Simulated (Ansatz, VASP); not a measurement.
**TiO2: VASP beside Ansatz**

Contents of INCAR:

```
PREC = Accurate
ENCUT = 520
EDIFF = 1E-6
ISMEAR = -1
SIGMA = 0.02
LREAL = False
LASPH = True
NELM = 80
ALGO = Normal
ISIF = 2
LWAVE = False
LCHARG = True
GGA = PE
LELF = True
LVHAR = True
NBANDS = 33
```

KPOINTS

```
Automatic mesh
0
Gamma
  6 6 8
```

The input POSCAR:

```
TiO2
1.0
    4.5508849591      0.0000000000      0.0000000000
    0.0000000000      4.5508849591      0.0000000000
    0.0000000000      0.0000000000      2.9239563539
Ti O
2 4
Direct
    0.0000000000      0.0000000000      0.0000000000
    0.5000000000      0.5000000000      0.5000000000
    0.3035731197      0.3035731197      0.0000000000
    0.1964268803      0.8035731197      0.5000000000
    0.8035731197      0.1964268803      0.5000000000
    0.6964268803      0.6964268803      0.0000000000
```

Input for Ansatz:

```yaml
crystal:
  lattice:
    - [4.5508849591, 0.0, 0.0]
    - [0.0, 4.5508849591, 0.0]
    - [0.0, 0.0, 2.9239563539]
  atoms:
    - { symbol: Ti, position: [0.0, 0.0, 0.0] }
    - { symbol: Ti, position: [0.5, 0.5, 0.5] }
    - { symbol: O, position: [0.3035731197, 0.3035731197, 0.0] }
    - { symbol: O, position: [0.1964268803, 0.8035731197, 0.5] }
    - { symbol: O, position: [0.8035731197, 0.1964268803, 0.5] }
    - { symbol: O, position: [0.6964268803, 0.6964268803, 0.0] }
kpoints:
  mp_grid: { grid: [6, 6, 8] }
  band_path:
    path:
      - [0.0, 0.0, 0.0]
      - [0.0, 0.5, 0.0]
      - [0.5, 0.5, 0.0]
      - [0.0, 0.0, 0.5]
      - [0.0, 0.5, 0.5]
      - [0.5, 0.5, 0.5]
    npoints: 1
hamiltonian:
  xc: pbe
scf:
  occupations: { method: fermi_dirac, width: 0.02 }
  n_extra_bands: 5
output:
  forces: true
  stress: true
  eigenvalues: true
```

Change from the starting cell: hydrostatic strain -1.0%.

Alike in both runs: task single point; functional PBE; k mesh 6 × 6 × 8; occupations fermi-dirac, width 0.02 eV; no spin polarisation.

```csv
,VASP,Ansatz
version,VASP 6.6.1,Ansatz 0.2.0
potentials or method,"VASP PAW PBE potentials, release 64 (Ti_sv, O)","plane waves, PAW"
plane-wave cutoff (eV),520,420
valence electrons in the cell,48,48
```

VASP gave:

```
gap on the k mesh at the Fermi level (eV)                     : 1.89
pressure (GPa)                                                : 13.6
traceless stress, the component that is largest in VASP (GPa) : 1.22
rms of the force components (eV/Å)                            : 0.036
```

**Question.** What did Ansatz give for the same quantities?

**Answer.** gap on the k mesh at the Fermi level (eV): 1.92; pressure (GPa): 12.9; traceless stress, the component that is largest in VASP (GPa): 1.04; rms of the force components (eV/Å): 0.024.

Atom by atom the forces differ by 0.012 eV/Å (rms over components). The functional is the same, so the differences come from potentials, cutoffs and numerics.
